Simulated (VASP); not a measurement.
# C in VASP: a series of runs

C is run at these levels: PBE+D3(BJ); tasks: single point.

Program: VASP 6.6.1. These are calculated values, not measurements. Logs are shortened: lines on timing, memory, paths and dates and some standing lists are left out, and cuts for length are marked.

### Step 1. The cell of the first run

The cell holds a slab with vacuum, 2 atoms: a = 2.456 Å, b = 2.456 Å, c = 20.001 Å, α = 90.00°, β = 90.00°, γ = 60.00°.

### Step 2. Single point, PBE+D3(BJ)

INCAR

```
SYSTEM = C
PREC = Accurate
ENCUT = 520
EDIFF = 1E-7
ISMEAR = 0
SIGMA = 0.05
LREAL = .FALSE.
LASPH = .TRUE.
NELM = 100
ALGO = Normal
ISIF = 2
LWAVE = .FALSE.
LCHARG = .FALSE.
LDIPOL = .TRUE.
IDIPOL = 3
DIPOL = 0.5 0.5 0.500
GGA = PE
IVDW = 12
NBANDS = 11
```

KPOINTS

```
Automatic mesh
0
G
  15 15 1
  0 0 0
```

POSCAR

```
C
1.0
    2.4564546500      0.0000000000      0.0000000000
    1.2281170900      2.1274157700      0.0000000000
    0.0000000000      0.0000000000     20.0006519836
C
2
Direct
    0.1574584200      0.1574584200      0.4999837009
    0.4908076800      0.4908076800      0.5000162991
```

Potentials or basis: VASP PAW PBE potentials, release 64 (C).

Command:

```bash
cat potpaw_PBE.64/C/POTCAR > POTCAR
mpirun -np 1 vasp_std > vasp.out
```

OUTCAR:

```text
SYSTEM = C
   PREC = Accurate
   ENCUT = 520
   EDIFF = 1E-7
   ISMEAR = 0
   LREAL = .FALSE.
   LASPH = .TRUE.
   NELM = 100
   ISIF = 2
   GGA = PE
   IVDW = 12
 IVDW          = 12

 ion  position               nearest neighbor table
   1  0.157  0.157  0.500-   2 1.42   2 1.42   2 1.42
   2  0.491  0.491  0.500-   1 1.42   1 1.42   1 1.42

  LATTYP: Found a base centered orthorhombic cell.
 ALAT       =     2.4565648821
 B/A-ratio  =     1.7319471781
 C/A-ratio  =     8.1417153399

  Lattice vectors:

 A1 = (  -1.2281170900,  -2.1274157700,   0.0000000000)
 A2 = (   2.4564546500,   0.0000000000,   0.0000000000)
 A3 = (   0.0000000000,   0.0000000000,  20.0006519836)

Analysis of symmetry for initial positions (statically):
=====================================================================
 Subroutine PRICEL returns:
 Original cell was already a primitive cell.

 Routine SETGRP: Setting up the symmetry group for a
 base centered orthorhombic supercell.

 Subroutine GETGRP returns: Found  4 space group operations
 (whereof  2 operations were pure point group operations)
 out of a pool of  8 trial point group operations.

The static configuration has the point symmetry C_1h.
 The point group associated with its full space group is C_2h.

Analysis of symmetry for dynamics (positions and initial velocities):
=====================================================================
 Subroutine PRICEL returns:
 Original cell was already a primitive cell.

 Routine SETGRP: Setting up the symmetry group for a
 base centered orthorhombic supercell.

 Subroutine GETGRP returns: Found  4 space group operations
 (whereof  2 operations were pure point group operations)
 out of a pool of  8 trial point group operations.

The dynamic configuration has the point symmetry C_1h.
 The point group associated with its full space group is C_2h.

 Subroutine INISYM returns: Found  4 space group operations
 (whereof  2 operations are pure point group operations),
 and found     1 'primitive' translations

----------------------------------------------------------------------------------------

                                     Primitive cell

  volume of cell :     104.5214

  direct lattice vectors                    reciprocal lattice vectors
     2.456454650  0.000000000  0.000000000     0.407090764 -0.235005837  0.000000000
     1.228117090  2.127415770  0.000000000     0.000000000  0.470053863  0.000000000
     0.000000000  0.000000000 20.000651984     0.000000000  0.000000000  0.049998370

  length of vectors
     2.456454650  2.456454650 20.000651984     0.470053862  0.470053863  0.049998370

  position of ions in fractional coordinates (direct lattice)
     0.157458420  0.157458420  0.499983701
     0.490807680  0.490807680  0.500016299

  ion indices of the primitive-cell ions
   primitive index   ion index
                 1           1
                 2           2

----------------------------------------------------------------------------------------

 KPOINTS: Automatic mesh

Automatic generation of k-mesh.
 Grid dimensions read from file:
 generate k-points for:   15   15    1

 Generating k-lattice:

  Cartesian coordinates                     Fractional coordinates (reciprocal lattice)
     0.027139384 -0.015667056  0.000000000     0.066666667  0.000000000  0.000000000
     0.000000000  0.031336924  0.000000000     0.000000000  0.066666667  0.000000000
     0.000000000  0.000000000  0.049998370     0.000000000  0.000000000  1.000000000

  Length of vectors
     0.031336924  0.031336924  0.049998370

  Shift w.r.t. Gamma in fractional coordinates (k-lattice)
     0.000000000  0.000000000  0.000000000

 Subroutine IBZKPT returns following result:
 ===========================================

 Found     64 irreducible k-points:

 Following reciprocal coordinates:
            Coordinates               Weight
  0.000000  0.000000  0.000000      1.000000
  0.066667  0.000000  0.000000      4.000000
  0.133333  0.000000  0.000000      4.000000
  0.200000  0.000000  0.000000      4.000000
  0.266667  0.000000  0.000000      4.000000
  0.333333  0.000000  0.000000      4.000000
[... 16 lines left out ...]
  0.133333  0.133333  0.000000      2.000000
  0.200000  0.133333  0.000000      4.000000
 [... further k-points ...]
   k-points           NKPTS =     64   k-points in BZ     NKDIM =     64   number of bands    NBANDS=     11
   number of dos      NEDOS =    301   number of ions     NIONS =      2
   total plane-waves  NPLWV =  48600
   dimension x,y,z NGX =    18 NGY =   18 NGZ =  150
   dimension x,y,z NGXF=    36 NGYF=   36 NGZF=  300
   ions per type =               2
   NGX,Y,Z   is equivalent  to a cutoff of  12.18, 12.18, 12.47 a.u.
   NGXF,Y,Z  is equivalent  to a cutoff of  24.36, 24.36, 24.94 a.u.
 SYSTEM =  C
   PREC   = accura    normal or accurate (medium, high low for compatibility)
   ISTART =      0    job   : 0-new  1-cont  2-samecut
   ICHARG =      2    charge: 1-file 2-atom 10-const
   ISPIN  =      1    spin polarized calculation?
   LNONCOLLINEAR =      F non collinear calculations
   LSORBIT =      F    spin-orbit coupling
   LASPH  =      T    aspherical Exc in radial PAW
   ENCUT  =  520.0 eV  38.22 Ry    6.18 a.u.   4.57  4.57 37.19*2*pi/ulx,y,z
   NELM   =    100;   NELMIN=  2; NELMDL= -5     # of ELM steps
   EDIFF  = 0.1E-06   stopping-criterion for ELM
   LREAL  =      F    real-space projection
   EDIFFG = 0.1E-05   stopping-criterion for IOM
   NSW    =      0    number of steps for IOM
   IBRION =     -1    ionic relax: 0-MD 1-quasi-New 2-CG
   NFREE  =      0    steps in history (QN), initial steepest desc. (CG)
   ISIF   =      2    stress and relaxation
   ISYM   =      2    0-nonsym 1-usesym 2-fastsym
   POTIM  = 0.5000    time-step for ionic-motion
   TEBEG  =    0.0;   TEEND  =   0.0 temperature during run
   PSTRESS=    0.0 pullay stress
   NELECT =       8.0000    total number of electrons
   NUPDOWN=      -1.0000    fix difference up-down
   EMIN   =  10.00;   EMAX   =-10.00  energy-range for DOS
   EFERMI =   0.00;   METHOD = LEGACY
   ISMEAR =     0;   SIGMA  =   0.05  broadening in eV -4-tet -1-fermi 0-gaus
   EFERMI_NEDOS =   21; number of points for ismear=-14 and -15
   IALGO  =     38    algorithm
   IMIX   =      4    mixing-type and parameters
     AMIX     =   0.40;   BMIX     =  1.00
     AMIX_MAG =   1.60;   BMIX_MAG =  1.00
  volume/ion in A,a.u.               =      52.26       352.67
  Fermi-wavevector in a.u.,A,eV,Ry     =   0.695083  1.313516  6.573516  0.483140
  Thomas-Fermi vector in A             =   1.777756
   LORBIT       =      0    0 simple, 1 ext, 2 COOP (PROOUT), +10 PAW based schemes
   GGA     = PE    functional components
   LHFCALC =     F    Hartree Fock is set to
   AEXX    =    0.0000 exact exchange contribution
   IVDW    =    12    specifies the selected vdW correction
   LEPSILON=     F    determine dielectric tensor
   LRPA    =     F    only Hartree local field effects (RPA)
 non-spin polarized calculation
 Gauss-broadening in eV      SIGMA  =   0.05
  energy-cutoff  :      520.00
  volume of cell :      104.52
 maximum number of plane-waves:      2850
   NGX =  9   NGY =  9   NGZ = 75

 dipolmoment           0.000000      0.000000     -0.000000 electrons x Angstroem

 number of electron       8.0000002 magnetization

 dipolmoment           0.000000      0.000000      0.000000 electrons x Angstroem

 Free energy of the ion-electron system (eV)
  ---------------------------------------------------
  ext. energy  EPLUGINS =         0.00000000
  ---------------------------------------------------
  free energy    TOTEN  =       -18.44553048 eV

  energy without entropy =      -18.44502898  energy(sigma->0) =      -18.44527973

 E-fermi :  -2.7032     XC(G=0):  -2.1642

 val. band max:       -2.7032804915   @ k =  -0.3333   0.3333   0.0000
 cond. band min:      -2.7031514588   @ k =  -0.3333   0.3333   0.0000
 fundamental gap:      0.0001290327
 Fermi energy:        -2.7032159752

 k-point     1 :       0.0000    0.0000    0.0000
  band No.  band energies     occupation
      1     -22.3189      2.00000
      2     -10.3987      2.00000
      3      -5.7459      2.00000
      4      -5.7436      2.00000
      5       0.5230      0.00000
      6       1.3236      0.00000
      7       1.6818      0.00000
      8       2.5978      0.00000
      9       3.0465      0.00000
     10       4.7244      0.00000
     11       5.3363      0.00000

 k-point     2 :       0.0667    0.0000    0.0000
  band No.  band energies     occupation
      1     -22.2131      2.00000
      2     -10.2722      2.00000
      3      -6.1714      2.00000
      4      -5.9689      2.00000
      5       0.6666      0.00000
      6       1.4691      0.00000
      7       1.8290      0.00000
      8       2.7438      0.00000
      9       3.1920      0.00000
     10       4.8689      0.00000
     11       5.4681      0.00000

 k-point     3 :       0.1333    0.0000    0.0000
  band No.  band energies     occupation
      1     -21.8966      2.00000
      2      -9.8945      2.00000
      3      -7.3042      2.00000
      4      -6.5382      2.00000
      5       1.0974      0.00000
      6       1.9052      0.00000
      7       2.2708      0.00000
      8       3.1812      0.00000
      9       3.6286      0.00000
     10       5.3015      0.00000
     11       5.7050      0.00000
[... 267 lines left out ...]
 k-point    23 :       0.1333    0.1333    0.0000
  band No.  band energies     occupation
      1     -21.8966      2.00000
      2      -9.8945      2.00000
      3      -7.3026      2.00000
      4      -6.5398      2.00000
      5       1.0975      0.00000
      6       1.9052      0.00000
      7       2.2708      0.00000
      8       3.1813      0.00000
      9       3.6286      0.00000
     10       5.3015      0.00000
     11       5.7037      0.00000

 k-point    24 :       0.2000    0.1333    0.0000
  band No.  band energies     occupation
      1     -21.5812      2.00000
      2      -9.5200      2.00000
      3      -8.1508      2.00000
      4      -7.1525      2.00000
      5       1.5284      0.00000
      6       2.3406      0.00000
      7       2.7127      0.00000
      8       3.6181      0.00000
      9       4.0656      0.00000
     10       5.7321      0.00000
     11       6.0058      0.00000

 [... further k-points ...]

------------------------ aborting loop because EDIFF is reached ----------------------------------------

 vacuum level on the upper side and lower side of the slab       (xc-potential included)        -0.087        -0.087

 Edisp (eV)   -0.17749

 E8    (eV) :    -0.0555

  FORCE on cell =-STRESS in cart. coord.  units (eV):
  Direction    XX          YY          ZZ          XY          YZ          ZX
  --------------------------------------------------------------------------------------
  -------------------------------------------------------------------------------------
  Total       0.61643     0.61407    -0.01141     0.00205    -0.00000    -0.00000
  in kB       9.44914     9.41286    -0.17493     0.03142    -0.00001    -0.00002
  external pressure =        6.23 kB  Pullay stress =        0.00 kB

 VOLUME and BASIS-vectors are now :
 -----------------------------------------------------------------------------
  energy-cutoff  :      520.00
  volume of cell :      104.52
      direct lattice vectors                 reciprocal lattice vectors
     2.456454650  0.000000000  0.000000000     0.407090764 -0.235005837  0.000000000
     1.228117090  2.127415770  0.000000000     0.000000000  0.470053863  0.000000000
     0.000000000  0.000000000 20.000651984     0.000000000  0.000000000  0.049998370

 POSITION                                       TOTAL-FORCE (eV/Angst)
 -----------------------------------------------------------------------------------
      0.58017      0.33498     10.00000         0.002456      0.001418      0.010909
      1.80842      1.04415     10.00065        -0.002456     -0.001418     -0.010909
 -----------------------------------------------------------------------------------
    total drift:                                0.000002      0.000001      0.000000

  FREE ENERGIE OF THE ION-ELECTRON SYSTEM (eV)
  ---------------------------------------------------
  free  energy   TOTEN  =       -18.6230178928 eV

  energy  without entropy=      -18.6225163918  energy(sigma->0) =      -18.62276714

 vacuum level on the upper side and lower side of the slab         1.460         1.460
```

It took 92 s on 1 thread of AMD EPYC 7R43 (Zen 3), shared host; peak memory 0.19 GiB.

What came out:

```
Free energy                : -18.6230 eV
Largest force              : 0.011 eV/Å
Band gap on the k mesh     : zero (filled and empty bands touch)
Dispersion energy per atom : -0.089 eV
```

Forces in eV/Å, atoms in the order of the input:
```
C    0.002  0.001  0.011
C   -0.002 -0.001 -0.011
```

Levels at points of the mesh, in eV from the Fermi level:
```
           k point  band 2  band 3  band 4  band 5  band 6  band 7
(0.00, 0.00, 0.00)   -7.70   -3.04   -3.04    3.23    4.03    4.39
```

### Step 3. Single point, PBE+D3(BJ)

This run uses another cell than the first one, of 52.65 Å³/atom, 1.008 times its volume.

INCAR

```
SYSTEM = C
ALGO = Normal
DIPOL = 0.5 0.5 0.500
EDIFF = 1E-6
ENCUT = 520
GGA = PE
IDIPOL = 3
ISIF = 2
ISMEAR = 0
IVDW = 12
LASPH = .True.
LCHARG = .True.
LDIPOL = .True.
LELF = .True.
LREAL = .False.
LVACPOTAV = .True.
LVHAR = .True.
LWAVE = .False.
NBANDS = 11
NELM = 80
PREC = Accurate
SIGMA = 0.05
```

KPOINTS

```
k-points
0
Gamma
  15 15 1
  0 0 0
```

POSCAR

```
C
1.0
    2.4657246326      0.0000715109      0.0000000000
    1.2328135974      2.1354082989      0.0000000000
    0.0000000000      0.0000000000     20.0006519836
C
2
Direct
    0.1574655423      0.1574655423      0.4999951915
    0.4908005577      0.4908005577      0.5000048085
```

Potentials or basis: VASP PAW PBE potentials, release 64 (C).

Command:

```bash
cat potpaw_PBE.64/C/POTCAR > POTCAR
mpirun -np 1 vasp_std > vasp.out
```

Wall time 50 s (1 thread of AMD EPYC 7R43 (Zen 3), shared host); peak memory 0.17 GiB.

It converged, with:

| Item | Value |
| --- | --- |
| Free energy | -18.6257 eV |
| Largest force | 0.003 eV/Å |
| Band gap on the k mesh | zero (filled and empty bands touch) |
| Dispersion energy per atom | -0.089 eV |

Forces on the atoms (eV/Å):
```
C    0.000  0.000  0.003
C    0.000  0.000 -0.003
```

Levels at points of the mesh, in eV from the Fermi level:
| k point | band 1 | band 2 | band 3 | band 4 | band 5 | band 6 | band 7 | band 8 |
| --- | --- | --- | --- | --- | --- | --- | --- | --- |
| (0.00, 0.00, 0.00) | -19.53 | -7.62 | -3.05 | -3.05 | 3.26 | 4.06 | 4.40 | 5.33 |
